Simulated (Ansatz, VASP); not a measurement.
One calculation of Ga8O11, two programs

```xyz
19
Lattice="12.2300 0.0000 0.0000 0.0000 3.0400 0.0000 -1.3737 0.0000 5.6350" Properties=species:S:1:pos:R:3 pbc="T T T"
Ga    0.0125    0.0198    4.4817
Ga    6.1077    1.4810    4.5082
Ga   10.8653    0.0401    1.1351
Ga    4.7510    1.5001    1.1390
Ga    3.2016    0.0419    3.8517
Ga    9.3665    1.5119    3.8294
Ga    7.6057    3.0195    1.7641
Ga    1.4516    1.5410    1.7541
O     1.9200    0.1081    0.5666
O     8.0044    1.5160    0.5540
O     8.9181    0.0137    5.1336
O     2.7850    1.5561    5.0954
O     5.6983    0.0660    1.4158
O     5.1171    0.0071    4.1914
O    -0.9585    1.5238    4.2158
O     9.5015    3.0117    2.5003
O     3.4281    1.5083    2.4364
O     1.3180    3.0179    3.2373
O     7.4633    1.5658    3.1530
```

Alike in both runs: task single point; functional HSE06; k mesh 1 × 1 × 1; no spin polarisation.

|  | VASP | Ansatz |
| --- | --- | --- |
| version | VASP 6.6.1 | Ansatz development build ahead of 0.2.0 |
| potentials or method | VASP PAW PBE potentials, release 64 (Ga_d, O) | norm-conserving potentials, plane waves, scalar-relativistic |
| plane-wave cutoff (eV) | 520 | 1240 |
| occupations | fermi-dirac, width 0.01 eV | fermi-dirac |

|  | VASP | Ansatz | Ansatz less VASP |
| --- | --- | --- | --- |
| gap on the k mesh at the Fermi level (eV) | 3.53 | 3.88 | +0.346 |
| least direct gap on the mesh (eV) | 3.53 | 3.88 | +0.346 |

One of these differences is far larger than is usual between the two programs; its cause wasn't traced.

The k mesh is coarse, so the values compare programs but aren't converged.
